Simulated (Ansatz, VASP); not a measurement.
## LiSe4 in VASP and in Ansatz

```
CELL_PARAMETERS angstrom
5.39743 0.00000 0.00000
0.00000 5.39743 0.00000
0.00000 0.00000 3.81743
ATOMIC_POSITIONS crystal
Li 0.50000 0.50000 0.50000
Se 0.24210 0.75790 0.00000
Se 0.24210 0.24210 0.00000
Se 0.75790 0.75790 0.00000
Se 0.75790 0.24210 0.00000
```

Alike in both runs: functional PBE; dispersion D3(BJ); k mesh 4 × 4 × 6; occupations gaussian, width 0.1 eV; no spin polarisation.

Ansatz relaxed the structure, and its values are those at the end. VASP's run is a single point on that final structure, the one shown.

|  | VASP | Ansatz |
| --- | --- | --- |
| version | VASP 6.6.1 | Ansatz 0.2.0 |
| potentials or method | VASP PAW PBE potentials, release 64 (Li_sv, Se), cutoff 520 eV | scalar-relativistic, plane waves, PAW |
| valence electrons in the cell | 27 | 67 |

VASP gave:

```
gap on the k mesh at the Fermi level (eV) : none
rms of the force components (eV/Å)        : 0.013
```

Task: Which values does Ansatz return?

Result: gap on the k mesh at the Fermi level (eV): none; rms of the force components (eV/Å): 0.012.

A gap of «none» marks a metal or a gap that the smearing closes. VASP's potentials hold 27 valence electrons a cell and Ansatz's 67, so a difference there can come from the potentials and not from the codes.

Noted on VASP's run: the cutoff is short for stress, so the pressure is rough.
